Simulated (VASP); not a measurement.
Write the native input for VASP 6.6.1 that does the following.

```yaml
Task: single point
Functional: PBE
Potentials_or_basis: VASP PAW PBE potentials, release 64 (In_d, P)
Cutoff: 500 eV
k_mesh: 6 × 6 × 6
Occupations: gaussian, width 0.1 eV
Spin: no spin polarisation
Dipole_correction: no
Further_INCAR_settings: ALGO = Normal; EDIFF = 1e-06; NBANDS = 16
```

The structure of InP lies in POSCAR:

```
InP
1.0
    0.0000000000      2.6074772671      2.6074772671
    2.6074772671      0.0000000000      2.6074772671
    2.6074772671      2.6074772671      0.0000000000
In P
1 1
Direct
    0.0000000000      0.0000000000      0.0000000000
    0.7500000000      0.7500000000      0.7500000000
```

The input as run:

INCAR

```
SYSTEM = InP
PREC     = Accurate       ! precision mode
ENCUT    = 500            ! plane-wave cutoff, eV
EDIFF    = 1E-6           ! SCF threshold, eV
ISMEAR   = 0              ! smearing method
SIGMA    = 0.1            ! smearing width, eV
LREAL    = .FALSE.        ! projectors in reciprocal space
LASPH    = .TRUE.         ! aspherical terms in the spheres
NELM     = 120            ! most SCF steps
ALGO     = Normal         ! electronic algorithm
ISIF     = 2              ! what is computed and relaxed
LWAVE    = .FALSE.        ! write WAVECAR
LCHARG   = .FALSE.        ! write CHGCAR
GGA      = PE             ! functional
NBANDS   = 16             ! bands
GGA_COMPAT= .FALSE.
```

KPOINTS

```
regular mesh
0
G
  6 6 6
  0 0 0
```

Potentials or basis: VASP PAW PBE potentials, release 64 (In_d, P).

Launch:

```bash
$ cat potpaw_PBE.64/In_d/POTCAR potpaw_PBE.64/P/POTCAR > POTCAR
$ mpirun -np 1 vasp_std > vasp.out
```

It gave:

| Property | Result |
| --- | --- |
| Pressure | 58.4 GPa |
| Band gap on the k mesh | 0.94 eV, indirect (least direct gap 2.39 eV) |

Caveat: spin-orbit coupling is left out, which moves the levels of the heavy elements.

Wall time 16 s on 1 thread of Intel Xeon 8259CL, with other jobs on the host, peak memory 0.15 GiB.
